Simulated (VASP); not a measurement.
Wanted: the native input for a VASP 6.6.1 run.

- Task: single point
- Functional: r2SCAN-based global hybrid with 50 % exact exchange
- Potentials or basis: VASP PAW PBE potentials, release 64 (Ce, O)
- Cutoff: 800 eV
- k mesh: 5 × 5 × 5
- Occupations: fermi-dirac, width 0.05 eV
- Spin: collinear spin, ferromagnetic start
- Starting moments: [1.0, 0.0, 0.0] μB
- Dipole correction: no
- Grid for exact exchange (PRECFOCK): Normal
- Share of exact exchange: 0.5
- Further INCAR settings: ALGO = Normal; EDIFF = 1e-06; NBANDS = 23

Crystal: CeO2.

```
CELL_PARAMETERS angstrom
0.00000 2.70365 2.70365
2.70365 0.00000 2.70365
2.70365 2.70365 0.00000
ATOMIC_POSITIONS crystal
Ce 0.00000 0.00000 0.00000
O 0.75000 0.75000 0.75000
O 0.25000 0.25000 0.25000
```

These files were run (other wordings do the same):

POSCAR

```
CeO2
1.0
    0.0000000000      2.7036500000      2.7036500000
    2.7036500000      0.0000000000      2.7036500000
    2.7036500000      2.7036500000      0.0000000000
Ce O
1 2
Direct
    0.0000000000      0.0000000000      0.0000000000
    0.7500000000      0.7500000000      0.7500000000
    0.2500000000      0.2500000000      0.2500000000
```

INCAR.step1

```
ALGO = Normal
EDIFF = 1E-5
ENCUT = 800
GGA = PE
GGA_COMPAT = F
ISIF = 2
ISMEAR = -1
ISPIN = 2
KPAR = 4
LASPH = T
LMAXMIX = 6
LORBIT = 11
LREAL = F
LWAVE = T
MAGMOM = 1 0 0
NBANDS = 23
NELM = 200
PREC = Accurate
SIGMA = 0.05
```

INCAR.step2

```
AEXX = 0.5
ALGO = Normal
EDIFF = 1E-6
ENCUT = 800
GGA_COMPAT = F
ISIF = 2
ISMEAR = -1
ISPIN = 2
ISTART = 1
KPAR = 4
LASPH = T
LCHARG = T
LHFCALC = T
LMAXMIX = 6
LMIXTAU = T
LORBIT = 11
LREAL = F
LVHAR = T
LWAVE = F
MAGMOM = 1 0 0
METAGGA = R2SCAN
NBANDS = 23
NELM = 200
PREC = Accurate
PRECFOCK = Normal
SIGMA = 0.05
```

KPOINTS

```
k-points
0
Gamma
  5 5 5
```

Potentials or basis: VASP PAW PBE potentials, release 64 (Ce, O).

Command:

```sh
$ cat potpaw_PBE.64/Ce/POTCAR potpaw_PBE.64/O/POTCAR > POTCAR
$ cp INCAR.step1 INCAR
$ mpirun -np 4 vasp_std > vasp.out
$ cp INCAR.step2 INCAR
$ mpirun -np 4 vasp_std > vasp.out
```

Results of the run:

```json
{
  "Pressure": "-6.3 GPa",
  "Band gap on the k mesh": "7.56 eV (least direct gap 7.73 eV)",
  "Net moment": "0.00 μB per cell",
  "Valence electrons inside the program's atomic spheres": "Ce 9.38; O 5.13"
}
```

Caveat: the magnetic or orbital state may not be the lowest; the cell stands under tension; the moments typed at the start vanished in this run; the PAW data sets were made with another functional, which shifts forces and pressure a little; spin-orbit coupling is left out, which moves the levels of the heavy elements; an odd mesh through Γ misses points on the zone boundary, where band edges can lie.

Run time: 55 min on 4 MPI ranks on AMD EPYC 7R13 Processor (Zen 3) (shared host), peak memory 0.3 GiB a rank.
